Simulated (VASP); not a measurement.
Wanted: the native input for a VASP 6.6.1 run.

| Quantity | Value |
| --- | --- |
| Task | relaxation of shape and atoms at fixed volume |
| Functional | PBE |
| Dispersion | D3(BJ) |
| Potentials or basis | VASP PAW PBE potentials, release 64 (Bi_d) |
| Cutoff | 600 eV |
| k mesh | 12 × 12 × 12 |
| Occupations | gaussian, width 0.1 eV |
| Spin | no spin polarisation |
| Dipole correction | no |
| Further INCAR settings | ALGO = Fast; EDIFF = 1e-07; IBRION = 2; EDIFFG = -0.01; NSW = 50; ISIF = 4 |

The structure of Bi lies in POSCAR:

```
Bi
1.0
    2.3189155838      1.3388265365      4.0820915910
   -2.3189155838      1.3388265365      4.0820915910
    0.0000000000     -2.6776530730      4.0820915910
Bi
2
Direct
    0.2340402592      0.2340402592      0.2340402592
    0.7659597408      0.7659597408      0.7659597408
```

The input as run:

INCAR

```
PREC     = Accurate       # precision mode
ENCUT    = 600            # plane-wave cutoff, eV
EDIFF    = 1E-7           # SCF threshold, eV
ISMEAR   = 0              # smearing method
SIGMA    = 0.1            # smearing width, eV
LREAL    = False          # projectors in reciprocal space
LASPH    = True           # aspherical terms in the spheres
NELM     = 60             # most SCF steps
ALGO     = Fast           # electronic algorithm
ISIF     = 4              # what is computed and relaxed
LWAVE    = False          # write WAVECAR
LCHARG   = False          # write CHGCAR
GGA      = PE             # functional
IVDW     = 12             # dispersion correction
IBRION   = 2              # ionic algorithm
NSW      = 50             # ionic steps
EDIFFG   = -0.01          # ionic threshold
```

KPOINTS

```
Automatic mesh
0
Gamma
  12 12 12
```

Potentials or basis: VASP PAW PBE potentials, release 64 (Bi_d).

Run with:

```console
$ cat potpaw_PBE.64/Bi_d/POTCAR > POTCAR
$ mpirun -np 1 vasp_std > vasp.out
```

It gave:

| Item | Value |
| --- | --- |
| Energy gained by relaxing | 2.5 meV/atom |
| Ionic steps | 6 |
| Pressure after relaxing | -2.6 GPa |
| Largest force after relaxing | 0.004 eV/Å |
| Band gap on the k mesh | zero (bands 15 and 16 overlap by 0.21 eV) |
| Dispersion energy per atom | -0.418 eV |

Caveat: spin-orbit coupling is left out, which moves the levels of the heavy elements.

Wall time 11 min on 1 thread of Intel(R) Xeon(R) 6975P-C (Granite Rapids), with other jobs on the host, peak memory 0.46 GiB.
